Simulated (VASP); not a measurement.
# Ge (P4_32_12) in VASP: single point with PBE

Aim: the single point of Ge with PBE.

Program: VASP 6.6.1. These are calculated values, not measurements. Logs are shortened: lines on timing, memory, paths and dates and some standing lists are left out, and cuts for length are marked.

**The experiment to reproduce.**

From “Properties of the exotic metastable ST12 germanium allotrope”, 2017, pmc:5216117, for a powder of Ge: band gap 0.74 ± 0.02 eV (optical).

How close the calculation comes is told below.

### Step 1. The cell of the first run

Symmetry: P4_32_12, No. 96, tetragonal system. The conventional cell has a = 6.017 Å, b = 6.017 Å, c = 7.142 Å, α = 90.00°, β = 90.00°, γ = 90.00°. Ge (site symmetry 2) has 4 Ge at 2.52 to 2.53 Å within 3.3 Å. Within 3.3 Å of Ge (site symmetry 1) lie 4 Ge at 2.52 to 2.55 Å.

### Step 2. Single point, PBE

File INCAR:

```
ALGO = Normal
EDIFF = 1E-6
ENCUT = 520
GGA = PE
ISIF = 2
ISMEAR = 0
LASPH = T
LCHARG = F
LREAL = F
LWAVE = F
NBANDS = 96
NELM = 60
PREC = Accurate
SIGMA = 0.02
```

File KPOINTS:

```
k-points
0
Gamma
  6 6 4
```

File POSCAR:

```
Ge
1.0
    6.0171365639      0.0000000000      0.0000000000
    0.0000000000      6.0171365639      0.0000000000
    0.0000000000      0.0000000000      7.1421419832
Ge
12
Direct
    0.0869077988      0.0869077988      0.0000000000
    0.4130922012      0.5869077988      0.7500000000
    0.9130922012      0.9130922012      0.5000000000
    0.5869077988      0.4130922012      0.2500000000
    0.1701412696      0.3703415519      0.2514490532
    0.1296584481      0.6701412696      1.0014490532
    0.8298587304      0.6296584481      0.7514490532
    0.8703415519      0.3298587304      0.5014490532
    0.6701412696      0.1296584481     -0.0014490532
    0.6296584481      0.8298587304      0.2485509468
    0.3298587304      0.8703415519      0.4985509468
    0.3703415519      0.1701412696      0.7485509468
```

Potentials or basis: VASP PAW PBE potentials, release 64 (Ge_d).

Launch:

```console
$ cat potpaw_PBE.64/Ge_d/POTCAR > POTCAR
$ mpirun -np 1 vasp_std > vasp.out
```

OUTCAR:

```text
EDIFF = 1E-6
   ENCUT = 520
   GGA = PE
   ISIF = 2
   ISMEAR = 0
   LASPH = T
   LREAL = F
   NELM = 60
   PREC = Accurate

 ion  position               nearest neighbor table
   1  0.087  0.087  0.000-   6 2.52   9 2.52   5 2.53  12 2.53
   2  0.413  0.587  0.750-   7 2.52  12 2.52  11 2.53   6 2.53
   3  0.913  0.913  0.500-   8 2.52  11 2.52  10 2.53   7 2.53
   4  0.587  0.413  0.250-   5 2.52  10 2.52   9 2.53   8 2.53
   5  0.170  0.370  0.251-   4 2.52   1 2.53   6 2.55   8 2.55
   6  0.130  0.670  0.001-   1 2.52   2 2.53   5 2.55   7 2.55
   7  0.830  0.630  0.751-   2 2.52   3 2.53   6 2.55   8 2.55
   8  0.870  0.330  0.501-   3 2.52   4 2.53   5 2.55   7 2.55
   9  0.670  0.130  0.999-   1 2.52   4 2.53  10 2.55  12 2.55
  10  0.630  0.830  0.249-   4 2.52   3 2.53   9 2.55  11 2.55
  11  0.330  0.870  0.499-   3 2.52   2 2.53  10 2.55  12 2.55
  12  0.370  0.170  0.749-   2 2.52   1 2.53   9 2.55  11 2.55

  LATTYP: Found a simple tetragonal cell.
 ALAT       =     6.0171365639
 C/A-ratio  =     1.1869669082

  Lattice vectors:

 A1 = (   6.0171365639,   0.0000000000,   0.0000000000)
 A2 = (   0.0000000000,   6.0171365639,   0.0000000000)
 A3 = (   0.0000000000,   0.0000000000,   7.1421419832)

Analysis of symmetry for initial positions (statically):
=====================================================================
 Subroutine PRICEL returns:
 Original cell was already a primitive cell.

 Routine SETGRP: Setting up the symmetry group for a
 simple tetragonal supercell.

 Subroutine GETGRP returns: Found  8 space group operations
 (whereof  2 operations were pure point group operations)
 out of a pool of 16 trial point group operations.

The static configuration has the point symmetry C_2 .
 The point group associated with its full space group is D_4 .

Analysis of symmetry for dynamics (positions and initial velocities):
=====================================================================
 Subroutine PRICEL returns:
 Original cell was already a primitive cell.

 Routine SETGRP: Setting up the symmetry group for a
 simple tetragonal supercell.

 Subroutine GETGRP returns: Found  8 space group operations
 (whereof  2 operations were pure point group operations)
 out of a pool of 16 trial point group operations.

The dynamic configuration has the point symmetry C_2 .
 The point group associated with its full space group is D_4 .

 Subroutine INISYM returns: Found  8 space group operations
 (whereof  2 operations are pure point group operations),
 and found     1 'primitive' translations

----------------------------------------------------------------------------------------

                                     Primitive cell

  volume of cell :     258.5879

  direct lattice vectors                    reciprocal lattice vectors
     6.017136564  0.000000000  0.000000000     0.166192007  0.000000000  0.000000000
     0.000000000  6.017136564  0.000000000     0.000000000  0.166192007  0.000000000
     0.000000000  0.000000000  7.142141983     0.000000000  0.000000000  0.140014019

  length of vectors
     6.017136564  6.017136564  7.142141983     0.166192007  0.166192007  0.140014019

  position of ions in fractional coordinates (direct lattice)
     0.086907799  0.086907799  0.000000000
     0.413092201  0.586907799  0.750000000
     0.913092201  0.913092201  0.500000000
     0.586907799  0.413092201  0.250000000
     0.170141270  0.370341552  0.251449053
     0.129658448  0.670141270  0.001449053
     0.829858730  0.629658448  0.751449053
     0.870341552  0.329858730  0.501449053
     0.670141270  0.129658448  0.998550947
     0.629658448  0.829858730  0.248550947
     0.329858730  0.870341552  0.498550947
     0.370341552  0.170141270  0.748550947

  ion indices of the primitive-cell ions
   primitive index   ion index
                 1           1
                 2           2
                 3           3
                 4           4
                 5           5
                 6           6
                 7           7
                 8           8
                 9           9
                10          10
                11          11
                12          12

----------------------------------------------------------------------------------------

 KPOINTS: k-points

Automatic generation of k-mesh.
 Grid dimensions read from file:
 generate k-points for:    6    6    4

 Generating k-lattice:

  Cartesian coordinates                     Fractional coordinates (reciprocal lattice)
     0.027698668  0.000000000  0.000000000     0.166666667  0.000000000  0.000000000
     0.000000000  0.027698668  0.000000000     0.000000000  0.166666667  0.000000000
     0.000000000  0.000000000  0.035003505     0.000000000  0.000000000  0.250000000

  Length of vectors
     0.027698668  0.027698668  0.035003505

  Shift w.r.t. Gamma in fractional coordinates (k-lattice)
     0.000000000  0.000000000  0.000000000

 Subroutine IBZKPT returns following result:
 ===========================================

 Found     30 irreducible k-points:

 Following reciprocal coordinates:
            Coordinates               Weight
  0.000000  0.000000  0.000000      1.000000
  0.166667  0.000000  0.000000      4.000000
  0.333333  0.000000  0.000000      4.000000
  0.500000  0.000000  0.000000      2.000000
  0.166667  0.166667  0.000000      4.000000
  0.333333  0.166667  0.000000      8.000000
[... 16 lines left out ...]
  0.333333  0.000000  0.500000      4.000000
  0.500000  0.000000  0.500000      2.000000
 [... further k-points ...]
   k-points           NKPTS =     30   k-points in BZ     NKDIM =     30   number of bands    NBANDS=     96
   number of dos      NEDOS =    301   number of ions     NIONS =     12
   total plane-waves  NPLWV = 124416
   dimension x,y,z NGX =    48 NGY =   48 NGZ =   54
   dimension x,y,z NGXF=    96 NGYF=   96 NGZF=  108
   ions per type =              12
   NGX,Y,Z   is equivalent  to a cutoff of  13.26, 13.26, 12.57 a.u.
   NGXF,Y,Z  is equivalent  to a cutoff of  26.52, 26.52, 25.14 a.u.
 SYSTEM =  unknown system
   PREC   = accura    normal or accurate (medium, high low for compatibility)
   ISTART =      0    job   : 0-new  1-cont  2-samecut
   ICHARG =      2    charge: 1-file 2-atom 10-const
   ISPIN  =      1    spin polarized calculation?
   LNONCOLLINEAR =      F non collinear calculations
   LSORBIT =      F    spin-orbit coupling
   LASPH  =      T    aspherical Exc in radial PAW
   ENCUT  =  520.0 eV  38.22 Ry    6.18 a.u.  11.19 11.19 13.28*2*pi/ulx,y,z
   NELM   =     60;   NELMIN=  2; NELMDL= -5     # of ELM steps
   EDIFF  = 0.1E-05   stopping-criterion for ELM
   LREAL  =      F    real-space projection
   EDIFFG = 0.1E-04   stopping-criterion for IOM
   NSW    =      0    number of steps for IOM
   IBRION =     -1    ionic relax: 0-MD 1-quasi-New 2-CG
   NFREE  =      0    steps in history (QN), initial steepest desc. (CG)
   ISIF   =      2    stress and relaxation
   ISYM   =      2    0-nonsym 1-usesym 2-fastsym
   POTIM  = 0.5000    time-step for ionic-motion
   TEBEG  =    0.0;   TEEND  =   0.0 temperature during run
   PSTRESS=    0.0 pullay stress
   NELECT =     168.0000    total number of electrons
   NUPDOWN=      -1.0000    fix difference up-down
   EMIN   =  10.00;   EMAX   =-10.00  energy-range for DOS
   EFERMI =   0.00;   METHOD = LEGACY
   ISMEAR =     0;   SIGMA  =   0.02  broadening in eV -4-tet -1-fermi 0-gaus
   EFERMI_NEDOS =   21; number of points for ismear=-14 and -15
   IALGO  =     38    algorithm
   IMIX   =      4    mixing-type and parameters
     AMIX     =   0.40;   BMIX     =  1.00
     AMIX_MAG =   1.60;   BMIX_MAG =  1.00
  volume/ion in A,a.u.               =      21.55       145.42
  Fermi-wavevector in a.u.,A,eV,Ry     =   1.417888  2.679419 27.353230  2.010406
  Thomas-Fermi vector in A             =   2.539071
   LORBIT       =      0    0 simple, 1 ext, 2 COOP (PROOUT), +10 PAW based schemes
   GGA     = PE    functional components
   LHFCALC =     F    Hartree Fock is set to
   AEXX    =    0.0000 exact exchange contribution
   IVDW    =     0    specifies the selected vdW correction
   LEPSILON=     F    determine dielectric tensor
   LRPA    =     F    only Hartree local field effects (RPA)
 non-spin polarized calculation
 Gauss-broadening in eV      SIGMA  =   0.02
  energy-cutoff  :      520.00
  volume of cell :      258.59
 maximum number of plane-waves:      7000
 NGX is ok and might be reduce to    48
   NGX = 23   NGY = 23   NGZ = 27

 number of electron     168.0000134 magnetization

 Free energy of the ion-electron system (eV)
  ---------------------------------------------------
  ext. energy  EPLUGINS =         0.00000000
  ---------------------------------------------------
  free energy    TOTEN  =       -52.50300522 eV

  energy without entropy =      -52.50300522  energy(sigma->0) =      -52.50300522

 E-fermi :   4.9642     XC(G=0): -10.3853

 val. band max:        4.8293898139   @ k =   0.3333   0.3333   0.0000
 cond. band min:       5.1756459484   @ k =   0.3333   0.3333   0.0000
 fundamental gap:      0.3462561345
 Fermi energy:         4.9642111536

 k-point     1 :       0.0000    0.0000    0.0000
  band No.  band energies     occupation
      1     -19.4869      2.00000
      2     -19.4642      2.00000
      3     -19.4642      2.00000
      4     -19.4491      2.00000
      5     -19.4490      2.00000
      6     -19.4490      2.00000
[... 88 lines left out ...]
     95       9.4669      0.00000
     96       9.4669      0.00000

 k-point     2 :       0.1667    0.0000    0.0000
  band No.  band energies     occupation
      1     -19.4844      2.00000
      2     -19.4657      2.00000
      3     -19.4625      2.00000
      4     -19.4542      2.00000
      5     -19.4492      2.00000
      6     -19.4492      2.00000
[... 2266 lines left out ...]
     95       9.1936      0.00000
     96       9.1936      0.00000

 [... further k-points ...]

------------------------ aborting loop because EDIFF is reached ----------------------------------------

  FORCE on cell =-STRESS in cart. coord.  units (eV):
  Direction    XX          YY          ZZ          XY          YZ          ZX
  --------------------------------------------------------------------------------------
  -------------------------------------------------------------------------------------
  Total       -0.0522399     -0.0522399     -0.1099579      0.0000000      0.0000000     -0.0000000
  in kB       -0.3236716     -0.3236716     -0.6812847      0.0000000      0.0000000     -0.0000000
  external PRESSURE =      -0.4428760 kB  Pullay stress =       0.0000000 kB

 VOLUME and BASIS-vectors are now :
 -----------------------------------------------------------------------------
  energy-cutoff  :      520.00
  volume of cell :      258.59
      direct lattice vectors                 reciprocal lattice vectors
     6.017136564  0.000000000  0.000000000     0.166192007  0.000000000  0.000000000
     0.000000000  6.017136564  0.000000000     0.000000000  0.166192007  0.000000000
     0.000000000  0.000000000  7.142141983     0.000000000  0.000000000  0.140014019

 POSITION                                       TOTAL-FORCE (eV/Angst)
 -----------------------------------------------------------------------------------
      0.52294      0.52294      0.00000         0.003049      0.003049      0.000000
      2.48563      3.53150      5.35661        -0.003049      0.003049      0.000000
      5.49420      5.49420      3.57107        -0.003049     -0.003049      0.000000
      3.53150      2.48563      1.78554         0.003049     -0.003049      0.000000
      1.02376      2.22840      1.79588         0.004008     -0.002036     -0.002865
      0.78017      4.03233      0.01035         0.002036      0.004008     -0.002865
      4.99337      3.78874      5.36696        -0.004008      0.002036     -0.002865
      5.23696      1.98481      3.58142        -0.002036     -0.004008     -0.002865
      4.03233      0.78017      7.13179         0.004008      0.002036      0.002865
      3.78874      4.99337      1.77519         0.002036     -0.004008      0.002865
      1.98481      5.23696      3.56072        -0.004008     -0.002036      0.002865
      2.22840      1.02376      5.34626        -0.002036      0.004008      0.002865
 -----------------------------------------------------------------------------------
    total drift:                                0.000000     -0.000000     -0.000000

  FREE ENERGIE OF THE ION-ELECTRON SYSTEM (eV)
  ---------------------------------------------------
  free  energy   TOTEN  =       -52.5030052227 eV

  energy  without entropy=      -52.5030052227  energy(sigma->0) =      -52.50300522
```

It took 21 min on 1 thread of Oxide Virtual Turin-like, shared host; peak memory 0.6 GiB.

Results:

| Property | Result |
| --- | --- |
| Free energy | -52.5030 eV |
| Pressure | 0.0 GPa |
| Largest force | 0.005 eV/Å |
| Band gap on the k mesh | 0.35 eV |

Forces on the atoms (eV/Å):
```
Ge   0.003  0.003  0.000
Ge  -0.003  0.003  0.000
Ge  -0.003 -0.003  0.000
Ge   0.003 -0.003  0.000
Ge   0.004 -0.002 -0.003
Ge   0.002  0.004 -0.003
Ge  -0.004  0.002 -0.003
Ge  -0.002 -0.004 -0.003
Ge   0.004  0.002  0.003
Ge   0.002 -0.004  0.003
Ge  -0.004 -0.002  0.003
Ge  -0.002  0.004  0.003
```

### Step 3. Comparison with measurements

Step 2. Against the measured gap of Ge, 0.74 eV (optical; powder; “Properties of the exotic metastable ST12 germanium allotrope”, 2017, pmc:5216117), the calculated 0.35 eV is off by -0.39 eV. Spin-orbit coupling on Ge is left out. The value is that of PBE on a finite k mesh, which can miss the band edges, without temperature or zero-point motion. Semilocal functionals fall short of measured gaps as a rule.
